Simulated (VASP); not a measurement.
# Ca2RuN2 (I4/mmm) in VASP: single point with PBE0

Aim: the single point of Ca2RuN2 with PBE0.

All numbers are computed with VASP 6.6.1; they aren't measurements. Logs are shortened: lines on timing, memory, paths and dates and some standing lists are left out, and cuts for length are marked.

### Step 1. The cell of the first run

The structure is tetragonal, space group I4/mmm (No. 139). The conventional cell has a = 3.659 Å, b = 3.659 Å, c = 12.491 Å, α = 90.00°, β = 90.00°, γ = 90.00°. Ru (site symmetry 4/mmm) has 2 N at 1.79 Å within 2.4 Å. Within 3.4 Å of Ca (site symmetry 4mm) lie 5 N at 2.54 to 2.59 Å and 4 Ru at 3.22 Å. Within 2.4 Å of N (site symmetry 4mm) lie 1 Ru at 1.79 Å.

### Step 2. Single point, PBE0, collinear spin, ferromagnetic start

POSCAR reads:

```
Ca2RuN2
1.0
    0.0000000000      3.6589558900      0.0000000000
    3.6589558900      0.0000000000      0.0000000000
    1.8294779500      1.8294779500     -6.2455853400
Ru Ca N
1 2 2
Direct
    0.0000000000      0.0000000000      0.0000000000
    0.3468100000      0.3468100000      0.3063800000
    0.6531900000      0.6531900000      0.6936200000
    0.1433100000      0.1433100000      0.7133800000
    0.8566900000      0.8566900000      0.2866200000
```

INCAR.step1 reads:

```
SYSTEM = Ca2RuN2
ALGO     = Normal         ! electronic algorithm
EDIFF    = 1E-5           ! SCF threshold, eV
ENCUT    = 520            ! plane-wave cutoff, eV
GGA      = PE             ! functional
ISIF     = 2              ! what is computed and relaxed
ISMEAR   = -1             ! smearing method
ISPIN    = 2              ! spin polarisation
LASPH    = .True.         ! aspherical terms in the spheres
LMAXMIX  = 4              ! l up to which the mixer works
LORBIT   = 11             ! projections on sites
LREAL    = .False.        ! projectors in reciprocal space
LWAVE    = .True.         ! write WAVECAR
MAGMOM   = 2 0 0 0 0      ! initial moments
NBANDS   = 34             ! bands
NELM     = 150            ! most SCF steps
PREC     = Accurate       ! precision mode
SIGMA    = 0.1            ! smearing width, eV
```

INCAR.step2 reads:

```
SYSTEM = Ca2RuN2
AEXX     = 0.25           ! exact-exchange fraction
ALGO     = Normal         ! electronic algorithm
EDIFF    = 1E-6           ! SCF threshold, eV
ENCUT    = 520            ! plane-wave cutoff, eV
GGA      = PE             ! functional
ISIF     = 2              ! what is computed and relaxed
ISMEAR   = -1             ! smearing method
ISPIN    = 2              ! spin polarisation
ISTART   = 1            
LASPH    = .True.         ! aspherical terms in the spheres
LCHARG   = .True.         ! write CHGCAR
LELF     = .True.         ! ELF
LHFCALC  = .True.         ! exact exchange
LMAXMIX  = 4              ! l up to which the mixer works
LORBIT   = 11             ! projections on sites
LREAL    = .False.        ! projectors in reciprocal space
LVHAR    = .True.       
LWAVE    = .False.        ! write WAVECAR
MAGMOM   = 2 0 0 0 0      ! initial moments
NBANDS   = 34             ! bands
NELM     = 150            ! most SCF steps
PREC     = Accurate       ! precision mode
PRECFOCK = Fast         
SIGMA    = 0.1            ! smearing width, eV
```

KPOINTS reads:

```
k-points
0
Gamma
  3 3 3
  0 0 0
```

Potentials or basis: VASP PAW PBE potentials, release 64 (Ru_pv, Ca_sv, N).

Run with:

```console
$ cat potpaw_PBE.64/Ru_pv/POTCAR potpaw_PBE.64/Ca_sv/POTCAR potpaw_PBE.64/N/POTCAR > POTCAR
$ cp INCAR.step1 INCAR
$ mpirun -np 1 vasp_std > vasp.out
$ cp INCAR.step2 INCAR
$ mpirun -np 1 vasp_std > vasp.out
```

OUTCAR:

```text
SYSTEM = Ca2RuN2
   AEXX = 0.25
   EDIFF = 1E-6
   ENCUT = 520
   GGA = PE
   ISIF = 2
   ISMEAR = -1
   ISPIN = 2
   ISTART = 1
   LASPH = .True.
   LHFCALC = .True.
   LORBIT = 11
   LREAL = .False.
   NELM = 150
   PREC = Accurate
   PRECFOCK = Fast

 ion  position               nearest neighbor table
   1  0.000  0.000  0.000-   4 1.79   5 1.79   3 3.22   2 3.22   3 3.22   2 3.22   2 3.22   3 3.22
                             3 3.22   2 3.22
   2  0.347  0.347  0.306-   1 3.22   1 3.22   1 3.22   1 3.22
   3  0.653  0.653  0.694-   1 3.22   1 3.22   1 3.22   1 3.22
   4  0.143  0.143  0.713-   1 1.79
   5  0.857  0.857  0.287-   1 1.79

  LATTYP: Found a body centered tetragonal cell.
 ALAT       =     3.6589558900
 C/A-ratio  =     3.4138620567

  Lattice vectors:

 A1 = (  -1.8294779500,   1.8294779400,   6.2455853400)
 A2 = (   1.8294779400,  -1.8294779500,   6.2455853400)
 A3 = (   1.8294779500,   1.8294779500,  -6.2455853400)

Analysis of symmetry for initial positions (statically):
=====================================================================
 Subroutine PRICEL returns:
 Original cell was already a primitive cell.

 Routine SETGRP: Setting up the symmetry group for a
 body centered tetragonal supercell.

 Subroutine GETGRP returns: Found 16 space group operations
 (whereof 16 operations were pure point group operations)
 out of a pool of 16 trial point group operations.

The static configuration has the point symmetry D_4h.

Analysis of symmetry for dynamics (positions and initial velocities):
=====================================================================
 Subroutine PRICEL returns:
 Original cell was already a primitive cell.

 Routine SETGRP: Setting up the symmetry group for a
 body centered tetragonal supercell.

 Subroutine GETGRP returns: Found 16 space group operations
 (whereof 16 operations were pure point group operations)
 out of a pool of 16 trial point group operations.

The dynamic configuration has the point symmetry D_4h.

Analysis of structural, dynamic, and magnetic symmetry:
=====================================================================
 Subroutine PRICEL returns:
 Original cell was already a primitive cell.

 Routine SETGRP: Setting up the symmetry group for a
 body centered tetragonal supercell.

 Subroutine GETGRP returns: Found 16 space group operations
 (whereof 16 operations were pure point group operations)
 out of a pool of 16 trial point group operations.

The overall configuration has the point symmetry D_4h.

 Subroutine INISYM returns: Found 16 space group operations
 (whereof 16 operations are pure point group operations),
 and found     1 'primitive' translations

----------------------------------------------------------------------------------------

                                     Primitive cell

  volume of cell :      83.6156

  direct lattice vectors                    reciprocal lattice vectors
     0.000000000  3.658955890  0.000000000     0.000000000  0.273302010  0.080056548
     3.658955890  0.000000000  0.000000000     0.273302010  0.000000000  0.080056548
     1.829477950  1.829477950 -6.245585340     0.000000000  0.000000000 -0.160113095

  length of vectors
     3.658955890  3.658955890  6.760274801     0.284785954  0.284785954  0.160113095

  position of ions in fractional coordinates (direct lattice)
     0.000000000  0.000000000  0.000000000
     0.346810000  0.346810000  0.306380000
     0.653190000  0.653190000  0.693620000
     0.143310000  0.143310000  0.713380000
     0.856690000  0.856690000  0.286620000

  ion indices of the primitive-cell ions
   primitive index   ion index
                 1           1
                 2           2
                 3           3
                 4           4
                 5           5

----------------------------------------------------------------------------------------

 KPOINTS: k-points

Automatic generation of k-mesh.
[... 30 lines left out ...]
   number of dos      NEDOS =    301   number of ions     NIONS =      5
   total plane-waves  NPLWV =  39200
   dimension x,y,z NGX =    28 NGY =   28 NGZ =   50
   dimension x,y,z NGXF=    56 NGYF=   56 NGZF=  100
   ions per type =               1   2   2
   NGX,Y,Z   is equivalent  to a cutoff of  12.72, 12.72, 12.30 a.u.
   NGXF,Y,Z  is equivalent  to a cutoff of  25.44, 25.44, 24.59 a.u.
 SYSTEM =  Ca2RuN2
   PREC   = accura    normal or accurate (medium, high low for compatibility)
   ISTART =      1    job   : 0-new  1-cont  2-samecut
   ICHARG =      0    charge: 1-file 2-atom 10-const
   ISPIN  =      2    spin polarized calculation?
   LNONCOLLINEAR =      F non collinear calculations
   LSORBIT =      F    spin-orbit coupling
   LASPH  =      T    aspherical Exc in radial PAW
   ENCUT  =  520.0 eV  38.22 Ry    6.18 a.u.   6.80  6.80 12.57*2*pi/ulx,y,z
   NELM   =    150;   NELMIN=  2; NELMDL=  0     # of ELM steps
   EDIFF  = 0.1E-05   stopping-criterion for ELM
   LREAL  =      F    real-space projection
   EDIFFG = 0.1E-04   stopping-criterion for IOM
   NSW    =      0    number of steps for IOM
   IBRION =     -1    ionic relax: 0-MD 1-quasi-New 2-CG
   NFREE  =      0    steps in history (QN), initial steepest desc. (CG)
   ISIF   =      2    stress and relaxation
   ISYM   =      3    0-nonsym 1-usesym 2-fastsym
   POTIM  = 0.5000    time-step for ionic-motion
   TEBEG  =    0.0;   TEEND  =   0.0 temperature during run
   PSTRESS=    0.0 pullay stress
   NELECT =      44.0000    total number of electrons
   NUPDOWN=      -1.0000    fix difference up-down
   EMIN   =  10.00;   EMAX   =-10.00  energy-range for DOS
   EFERMI =   0.00;   METHOD = LEGACY
   ISMEAR =    -1;   SIGMA  =   0.10  broadening in eV -4-tet -1-fermi 0-gaus
   EFERMI_NEDOS =   21; number of points for ismear=-14 and -15
   IALGO  =     38    algorithm
   IMIX   =      1    mixing-type and parameters
     AMIX     =   0.40;   BMIX     =  1.00
     AMIX_MAG =   1.60;   BMIX_MAG =  1.00
  volume/ion in A,a.u.               =      16.72       112.85
  Fermi-wavevector in a.u.,A,eV,Ry     =   1.321691  2.497634 23.767565  1.746867
  Thomas-Fermi vector in A             =   2.451426
   LORBIT       =     11    0 simple, 1 ext, 2 COOP (PROOUT), +10 PAW based schemes
   GGA     = PE    functional components
   LHFCALC =     T    Hartree Fock is set to
   PRECFOCK=fast      Normal, Fast or Accurate (Low or Medium for compatibility)
   ENCUT4O =  -1.0   cutoff for four orbital integrals eV
   NKREDX  =     1    reduce k-point grid by
   NKREDY  =     1    reduce k-point grid by
   NKREDZ  =     1    reduce k-point grid by
   AEXX    =    0.2500 exact exchange contribution
   HFSCREEN=    0.0000 screening length (either q_TF or 0.3 A-1)
   HFSCREENC=   0.0000 screening length for correlation (either q_TF or 0.3 A-1)
   ENCUTFOCK=  -1.0 apply spherical cutoff to Coloumb kernel
   IVDW    =     0    specifies the selected vdW correction
   LEPSILON=     F    determine dielectric tensor
   LRPA    =     F    only Hartree local field effects (RPA)
 spin polarized calculation
  energy-cutoff  :      520.00
  volume of cell :       83.62
 maximum number of plane-waves:      2276
  NGX = 16; NGY = 16; NGZ = 30

 number of electron      44.0000005 magnetization      -0.0000037

 number of electron      44.0000005 magnetization       0.0000022

 Free energy of the ion-electron system (eV)
  ---------------------------------------------------
  ext. energy  EPLUGINS =         0.00000000
  ---------------------------------------------------
  free energy    TOTEN  =       -40.49719709 eV

  energy without entropy =      -40.49713048  energy(sigma->0) =      -40.49716379

 E-fermi :   4.8500     XC(G=0):  -8.1658

 val. band max:        3.8569487525   @ k =   0.3333   0.3333  -0.0000
 cond. band min:       5.7692072366   @ k =  -0.3333   0.3333   0.0000
 fundamental gap:      1.9122584842
 Fermi energy:         4.8500002279

 spin component 1

 k-point     1 :       0.0000    0.0000    0.0000
  band No.  band energies     occupation
      1     -42.6806      1.00000
      2     -41.0920      1.00000
      3     -41.0920      1.00000
      4     -39.5019      1.00000
      5     -39.4566      1.00000
      6     -19.1923      1.00000
[... 211 lines left out ...]
     33      12.7480      0.00000
     34      12.8746      0.00000
 Fermi energy:         4.8500002279

 spin component 2

 k-point     1 :       0.0000    0.0000    0.0000
  band No.  band energies     occupation
      1     -42.6806      1.00000
      2     -41.0920      1.00000
      3     -41.0920      1.00000
      4     -39.5019      1.00000
      5     -39.4566      1.00000
      6     -19.1923      1.00000
[... 211 lines left out ...]
     33      12.7479      0.00000
     34      12.8746      0.00000

------------------------ aborting loop because EDIFF is reached ----------------------------------------

  FORCE on cell =-STRESS in cart. coord.  units (eV):
  Direction    XX          YY          ZZ          XY          YZ          ZX
  --------------------------------------------------------------------------------------
  -------------------------------------------------------------------------------------
  Total       -1.1703947     -1.1703947     -0.1666278      0.0000000      0.0000000      0.0000000
  in kB      -22.4261861    -22.4261861     -3.1927909      0.0000000      0.0000000      0.0000000
  external PRESSURE =     -16.0150544 kB  Pullay stress =       0.0000000 kB

 VOLUME and BASIS-vectors are now :
 -----------------------------------------------------------------------------
  energy-cutoff  :      520.00
  volume of cell :       83.62
      direct lattice vectors                 reciprocal lattice vectors
     0.000000000  3.658955890  0.000000000     0.000000000  0.273302010  0.080056548
     3.658955890  0.000000000  0.000000000     0.273302010  0.000000000  0.080056548
     1.829477950  1.829477950 -6.245585340     0.000000000  0.000000000 -0.160113095

 POSITION                                       TOTAL-FORCE (eV/Angst)
 -----------------------------------------------------------------------------------
      0.00000      0.00000      0.00000        -0.000000     -0.000000      0.000000
      1.82948      1.82948     -1.91352        -0.000000     -0.000000      0.981946
      3.65896      3.65896     -4.33206         0.000000      0.000000     -0.981946
      1.82948      1.82948     -4.45548        -0.000000     -0.000000      1.132253
      3.65896      3.65896     -1.79011         0.000000      0.000000     -1.132253
 -----------------------------------------------------------------------------------
    total drift:                               -0.000000      0.000000      0.000000

  FREE ENERGIE OF THE ION-ELECTRON SYSTEM (eV)
  ---------------------------------------------------
  free  energy   TOTEN  =       -40.4971970944 eV

  energy  without entropy=      -40.4971304803  energy(sigma->0) =      -40.49716379

 total charge

# of ion       s       p       d       tot
------------------------------------------
    1        0.527   6.390   5.911  12.828
    2        2.033   5.868   0.228   8.129
    3        2.033   5.868   0.228   8.129
    4        1.271   2.426   0.000   3.697
    5        1.271   2.426   0.000   3.697
--------------------------------------------------
tot          7.134  22.978   6.368  36.480

 magnetization (x)

# of ion       s       p       d       tot
------------------------------------------
    1       -0.000  -0.000  -0.000  -0.000
    2       -0.000  -0.000  -0.000  -0.000
    3       -0.000  -0.000  -0.000  -0.000
    4        0.000   0.000   0.000   0.000
    5        0.000   0.000   0.000   0.000
--------------------------------------------------
tot         -0.000   0.000  -0.000  -0.000
```

It took 13 min on 1 thread of Intel Xeon Platinum 8488C (Sapphire Rapids), shared host; peak memory 0.25 GiB.

Results:

| Quantity | Value |
| --- | --- |
| Free energy | -40.4972 eV |
| Pressure | -1.6 GPa |
| Largest force | 1.132 eV/Å |
| Band gap on the k mesh | 1.91 eV (least direct gap 2.10 eV) |
| Net moment | 0.00 μB per cell |
| Valence electrons inside the program's atomic spheres | Ru 12.83; Ca 8.13; N 3.70 |

Forces in eV/Å, atoms in the order of the input:
```
Ru   0.000  0.000  0.000
Ca   0.000  0.000  0.982
Ca   0.000  0.000 -0.982
N    0.000  0.000  1.132
N    0.000  0.000 -1.132
```

Stress tensor (GPa, compression positive):
```
-2.24  0.00  0.00
 0.00 -2.24  0.00
 0.00  0.00 -0.32
```

Levels at points of the mesh, in eV from the valence-band top:
Spin up:
```csv
k point,band 19,band 20,band 21,band 22,band 23,band 24,band 25,band 26
"(0.00, 0.00, 0.00)",-1.97,-1.84,-1.84,-0.94,3.15,3.15,3.61,5.30
```
Spin down:
| k point | band 19 | band 20 | band 21 | band 22 | band 23 | band 24 | band 25 | band 26 |
| --- | --- | --- | --- | --- | --- | --- | --- | --- |
| (0.00, 0.00, 0.00) | -1.97 | -1.84 | -1.84 | -0.94 | 3.15 | 3.15 | 3.61 | 5.30 |

Caveat: the k points lie up to 0.60 Å⁻¹ apart; the PAW data sets were made with another functional, which shifts forces and pressure a little; an odd mesh through Γ misses points on the zone boundary, where band edges can lie.
